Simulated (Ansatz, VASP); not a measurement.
One calculation of Al7Si, two programs

```
CELL_PARAMETERS angstrom
0.00000 4.03972 4.03972
4.03972 0.00000 4.03972
4.03972 4.03972 0.00000
ATOMIC_POSITIONS crystal
Al 0.00000 0.00000 0.50000
Al 0.00000 0.50000 0.00000
Al 0.00000 0.50000 0.50000
Al 0.50000 0.00000 0.00000
Al 0.50000 0.00000 0.50000
Al 0.50000 0.50000 0.00000
Al 0.50000 0.50000 0.50000
Si 0.00000 0.00000 0.00000
```

Alike in both runs: task single point; functional PBE; k mesh 4 × 4 × 4; occupations gaussian, width 0.1 eV; no spin polarisation.

```csv
,VASP,Ansatz
version,VASP 6.6.1,Ansatz 0.2.0
potentials or method,"VASP PAW PBE potentials, release 64 (Al, Si), cutoff 520 eV","scalar-relativistic, plane waves, PAW"
valence electrons in the cell,25,25
```

```csv
,VASP,Ansatz,Ansatz less VASP
gap on the k mesh at the Fermi level (eV),none,none,-
pressure (GPa),-1.5,-1.4,+0.04
```

A gap of «none» marks a metal or a gap that the smearing closes. With one functional, cell and mesh, what is left measures potentials, basis and numerics.
